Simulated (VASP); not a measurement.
# TeAs (P6_3mc) in VASP: relaxation of cell and atoms with LDA

Aim: the relaxation of cell and atoms of TeAs with LDA.

Program: VASP 6.6.1. These are calculated values, not measurements. Logs are shortened: lines on timing, memory, paths and dates and some standing lists are left out, and cuts for length are marked.

## (1) The cell of the first run

Symmetry: P6_3mc, No. 186, hexagonal system. Conventional cell: a = 4.480 Å, b = 4.480 Å, c = 7.316 Å, α = 90.00°, β = 90.00°, γ = 120.00°. Te (site symmetry 3m) has 4 As at 2.74 Å within 3.6 Å. As (site symmetry 3m) has 4 Te at 2.74 Å within 3.6 Å.

## (2) Relaxation of cell and atoms, LDA

File INCAR:

```
SYSTEM = TeAs
  ALGO = Normal
  EDIFF = 1E-7
  EDIFFG = -0.03
  ENCUT = 600
  GGA = CA
  IBRION = 2
  ISIF = 3
  ISMEAR = -1
  LASPH = .TRUE.
  LCHARG = .FALSE.
  LREAL = .FALSE.
  LWAVE = .FALSE.
  NELM = 80
  NSW = 60
  PREC = Accurate
  SIGMA = 0.02
```

File KPOINTS:

```
k-points
0
G
  6 6 3
  0 0 0
```

File POSCAR:

```
TeAs
1.0
    4.4800000000      0.0000000000      0.0000000000
   -2.2400000000      3.8797938090      0.0000000000
    0.0000000000      0.0000000000      7.3158400000
Te As
2 2
Direct
    0.3333333333      0.6666666667      0.0000000000
    0.6666666667      0.3333333333      0.5000000000
    0.3333333333      0.6666666667      0.3750000000
    0.6666666667      0.3333333333      0.8750000000
```

Potentials or basis: VASP PAW LDA potentials, release 64 (Te, As).

Command:

```sh
$ cat potpaw_LDA.64/Te/POTCAR potpaw_LDA.64/As/POTCAR > POTCAR
$ mpirun -np 1 vasp_std > vasp.out
```

OUTCAR:

```text
SYSTEM = TeAs
   EDIFF = 1E-7
   EDIFFG = -0.03
   ENCUT = 600
   GGA = CA
   IBRION = 2
   ISIF = 3
   ISMEAR = -1
   LASPH = .TRUE.
   LREAL = .FALSE.
   NELM = 80
   NSW = 60
   PREC = Accurate

 ion  position               nearest neighbor table
   1  0.333  0.667  0.000-   4 2.74   4 2.74   4 2.74   3 2.74
   2  0.667  0.333  0.500-   3 2.74   3 2.74   3 2.74   4 2.74
   3  0.333  0.667  0.375-   2 2.74   2 2.74   2 2.74   1 2.74
   4  0.667  0.333  0.875-   1 2.74   1 2.74   1 2.74   2 2.74

  LATTYP: Found a hexagonal cell.
 ALAT       =     4.4800000000
 C/A-ratio  =     1.6330000000

  Lattice vectors:

 A1 = (   4.4800000000,   0.0000000000,   0.0000000000)
 A2 = (  -2.2400000000,   3.8797938090,   0.0000000000)
 A3 = (   0.0000000000,   0.0000000000,   7.3158400000)

Analysis of symmetry for initial positions (statically):
=====================================================================
 Subroutine PRICEL returns:
 Original cell was already a primitive cell.

 Routine SETGRP: Setting up the symmetry group for a
 hexagonal supercell.

 Subroutine GETGRP returns: Found 12 space group operations
 (whereof  6 operations were pure point group operations)
 out of a pool of 24 trial point group operations.

The static configuration has the point symmetry C_3v.
 The point group associated with its full space group is C_6v.

Analysis of symmetry for dynamics (positions and initial velocities):
=====================================================================
 Subroutine PRICEL returns:
 Original cell was already a primitive cell.

 Routine SETGRP: Setting up the symmetry group for a
 hexagonal supercell.

 Subroutine GETGRP returns: Found 12 space group operations
 (whereof  6 operations were pure point group operations)
 out of a pool of 24 trial point group operations.

The dynamic configuration has the point symmetry C_3v.
 The point group associated with its full space group is C_6v.

 Subroutine INISYM returns: Found 12 space group operations
 (whereof  6 operations are pure point group operations),
 and found     1 'primitive' translations

----------------------------------------------------------------------------------------

                                     Primitive cell

  volume of cell :     127.1601

  direct lattice vectors                    reciprocal lattice vectors
     4.480000000  0.000000000  0.000000000     0.223214286  0.128872828  0.000000000
    -2.240000000  3.879793809  0.000000000     0.000000000  0.257745656  0.000000000
[... 114 lines left out ...]
 NGX is ok and might be reduce to    36
   NGX = 17   NGY = 17   NGZ = 29

--------------------------------------- Ionic step        1  -------------------------------------------

 number of electron      21.9999999 magnetization

 Free energy of the ion-electron system (eV)
  ---------------------------------------------------
  ext. energy  EPLUGINS =         0.00000000
  ---------------------------------------------------
  free energy    TOTEN  =       -15.94293548 eV

  energy without entropy =      -15.93485405  energy(sigma->0) =      -15.93889476

------------------------ aborting loop because EDIFF is reached ----------------------------------------

  FORCE on cell =-STRESS in cart. coord.  units (eV):
  Direction    XX          YY          ZZ          XY          YZ          ZX
  --------------------------------------------------------------------------------------
  -------------------------------------------------------------------------------------
  Total        2.5358401      2.5358401      2.7122147      0.0000000      0.0000000      0.0000000
  in kB       31.9507888     31.9507888     34.1730532      0.0000000      0.0000000      0.0000000
  external PRESSURE =      32.6915436 kB  Pullay stress =       0.0000000 kB
[... 95 lines left out ...]
  FREE ENERGIE OF THE ION-ELECTRON SYSTEM (eV)
  ---------------------------------------------------
  free  energy   TOTEN  =       -16.1058881951 eV

  energy  without entropy=      -16.1009679840  energy(sigma->0) =      -16.10342809

 E-fermi :   5.3573     XC(G=0):  -9.3184

 val. band max:        5.3072692766   @ k =   0.5000   0.0000   0.3333
 cond. band min:       5.5283310533   @ k =   0.1667   0.0000   0.0000
 fundamental gap:      0.2210617768
 Fermi energy:         5.3573047265

 k-point     1 :       0.0000    0.0000    0.0000
  band No.  band energies     occupation
      1      -9.1338      2.00000
      2      -7.0727      2.00000
      3      -3.7613      2.00000
      4      -1.3475      2.00000
      5      -0.9833      2.00000
      6       0.5920      2.00000
      7       0.5920      2.00000
      8       2.2233      2.00000
      9       2.2233      2.00000
     10       3.2814      2.00000
     11       4.8695      2.00000
     12       4.8695      2.00000
     13       6.8560      0.00000
     14       6.8560      0.00000
[... 221 lines left out ...]
      2      -6.9548      2.00000
      3      -5.7892      2.00000
      4      -5.7892      2.00000
      5      -0.6404      2.00000
      6       0.2389      2.00000
      7       2.2250      2.00000
      8       2.2250      2.00000
      9       4.7458      2.00000
     10       4.7458      2.00000
     11       5.6457      0.00000
     12       5.6457      0.00000
     13       6.1491      0.00000
     14       6.1491      0.00000
     15       8.7551      0.00000

[... ionic steps 4 to 30 ...]

--------------------------------------- Ionic step       31  -------------------------------------------

 number of electron      22.0000001 magnetization

------------------------ aborting loop because EDIFF is reached ----------------------------------------
[... 71 lines left out ...]
--------------------------------------- Ionic step       33  -------------------------------------------

 number of electron      22.0000001 magnetization

 Free energy of the ion-electron system (eV)
  ---------------------------------------------------
  ext. energy  EPLUGINS =         0.00000000
  ---------------------------------------------------
  free energy    TOTEN  =       -16.99748904 eV

  energy without entropy =      -16.99485651  energy(sigma->0) =      -16.99617277

 E-fermi :   4.9341     XC(G=0):  -9.1544

 val. band max:        4.8910837919   @ k =   0.1667   0.1667   0.3333
 cond. band min:       5.1682677490   @ k =   0.1667   0.0000   0.0000
 fundamental gap:      0.2771839571
 Fermi energy:         4.9341474416

 k-point     1 :       0.0000    0.0000    0.0000
  band No.  band energies     occupation
      1      -9.2641      2.00000
      2      -7.3745      2.00000
      3      -4.1142      2.00000
      4      -2.0111      2.00000
      5      -1.2080      2.00000
      6       0.3391      2.00000
      7       0.3391      2.00000
      8       1.8583      2.00000
      9       1.8583      2.00000
     10       2.9866      2.00000
     11       4.5332      2.00000
     12       4.5332      2.00000
     13       6.3732      0.00000
     14       6.3732      0.00000
[... 264 lines left out ...]
  FREE ENERGIE OF THE ION-ELECTRON SYSTEM (eV)
  ---------------------------------------------------
  free  energy   TOTEN  =       -16.9974890360 eV

  energy  without entropy=      -16.9948565068  energy(sigma->0) =      -16.99617277

 reached required accuracy - stopping structural energy minimisation
```

OSZICAR:

```text
N       E                     dE             d eps       ncg     rms          rms(c)
DAV:   1     0.109984709857E+03    0.10998E+03   -0.90253E+03   420   0.131E+03
DAV:   2    -0.694749089187E+01   -0.11693E+03   -0.11552E+03   568   0.183E+02
DAV:   3    -0.158758245833E+02   -0.89283E+01   -0.88696E+01   539   0.555E+01
[... 303 lines left out ...]
DAV:   2    -0.169976916478E+02    0.29888E-03   -0.16248E-03   490   0.237E-01    0.759E-02
DAV:   3    -0.169975274113E+02    0.16424E-03   -0.17644E-04   469   0.728E-02    0.238E-02
DAV:   4    -0.169974892345E+02    0.38177E-04   -0.89793E-05   448   0.489E-02    0.301E-02
DAV:   5    -0.169974890530E+02    0.18149E-06   -0.40329E-06   601   0.119E-02    0.149E-02
DAV:   6    -0.169974890360E+02    0.17011E-07   -0.11310E-07   280   0.231E-03
  33 F= -.16997489E+02 E0= -.16996173E+02  d E =-.120309E-02
```

Wall time 15 min (1 thread of Intel Xeon 8259CL, shared host); peak memory 0.26 GiB.

Results:

```
Free energy                            : -16.9975 eV
Relaxed volume                         : 30.12 Å³/atom
Relaxed cell                           : a = 4.778 Å, b = 4.778 Å, c = 6.095 Å, α = 90.00°, β = 90.00°, γ = 120.00°
Space group after relaxing (to 0.05 Å) : P6_3/mmc (No. 194)
Energy gained by relaxing              : 263.6 meV/atom
Ionic steps                            : 33
Pressure after relaxing                : 0.1 GPa
Largest force after relaxing           : 0.020 eV/Å
Band gap on the k mesh                 : zero (band 11 reaches 6.45 eV, above the bottom of band 12 at 4.53 eV)
```

Forces in eV/Å, atoms in the order of the input:
```
Te   0.000  0.000 -0.020
Te   0.000  0.000 -0.020
As   0.000  0.000  0.020
As   0.000  0.000  0.020
```

The path:
| step | energy change (eV) | largest force (eV/Å) | pressure (GPa) | volume (Å³) |
| --- | --- | --- | --- | --- |
| 1 | 0.0000 | 0.7175 | 3.27 | 127.16 |
| 2 | -0.1629 | 0.6463 | -1.05 | 139.48 |
| 3 | -0.1630 | 0.6434 | -1.10 | 139.67 |
| 4 | -0.2614 | 0.4415 | -0.82 | 139.20 |
| 5 | -0.3418 | 0.3167 | -0.20 | 138.48 |
| 6 | -0.3094 | 0.1804 | 1.51 | 137.05 |
| 7 | -0.3709 | 0.1027 | 0.62 | 137.73 |
| 8 | -0.3755 | 0.1510 | 0.20 | 138.11 |
| 9 | -0.3784 | 0.0440 | 0.36 | 137.95 |
| 10 | -0.4187 | 0.0126 | -0.96 | 139.91 |
| 11 | -0.4194 | 0.0089 | -1.12 | 140.14 |
| 12 | -0.4545 | 0.0208 | -0.18 | 134.30 |
| 13 | -0.4782 | 0.0229 | 0.25 | 130.77 |
| 14 | -0.6374 | 0.2780 | 1.32 | 123.73 |
| 15 | -0.7815 | 0.6367 | 6.65 | 109.70 |
| 16 | -0.8374 | 0.6302 | 3.81 | 115.13 |
| 17 | -0.8447 | 0.6884 | 4.57 | 113.38 |
| 18 | -0.8487 | 0.6869 | 4.73 | 113.02 |
| 19 | -0.8502 | 0.6694 | 5.15 | 112.13 |
| 20 | -0.8509 | 0.6781 | 5.02 | 112.40 |
| 21 | -0.8574 | 0.6708 | 4.91 | 112.55 |
| 22 | -0.8763 | 0.6488 | 4.58 | 113.00 |
| 23 | -0.9105 | 0.6042 | 3.95 | 113.90 |
| 24 | -0.9655 | 0.5143 | 2.73 | 115.72 |
| 25 | -1.0250 | 0.3419 | 0.58 | 119.40 |
| 26 | -1.0314 | 0.2729 | -0.23 | 120.99 |
| 27 | -1.0314 | 0.2655 | -0.32 | 121.17 |
| 28 | -1.0359 | 0.2388 | -0.30 | 121.14 |
| 29 | -1.0466 | 0.1650 | -0.23 | 121.06 |
| 30 | -1.0527 | 0.0259 | -0.07 | 120.88 |
| 31 | -1.0534 | 0.0581 | -0.12 | 120.92 |
| 32 | -1.0540 | 0.0454 | -0.06 | 120.78 |
| 33 | -1.0546 | 0.0203 | 0.06 | 120.49 |

Final structure:
```xyz
4
Lattice="4.7779 0.0000 0.0000 -2.3889 4.1378 0.0000 0.0000 0.0000 6.0949" Properties=species:S:1:pos:R:3 pbc="T T T"
Te    0.0000    2.7585    5.7163
Te    2.3889    1.3793    2.6688
As    0.0000    2.7585    2.6643
As    2.3889    1.3793    5.7117
```

Levels at points of the mesh, in eV from the Fermi level:
| k point | band 9 | band 10 | band 11 | band 12 | band 13 | band 14 |
| --- | --- | --- | --- | --- | --- | --- |
| (0.00, 0.00, 0.00) | -3.08 | -1.95 | -0.40 | -0.40 | 1.44 | 1.44 |
| (0.50, 0.00, 0.00) | -3.50 | -1.55 | 1.52 | 2.62 | 2.68 | 3.17 |

Caveat: spin-orbit coupling is left out, which moves the levels of the heavy elements.
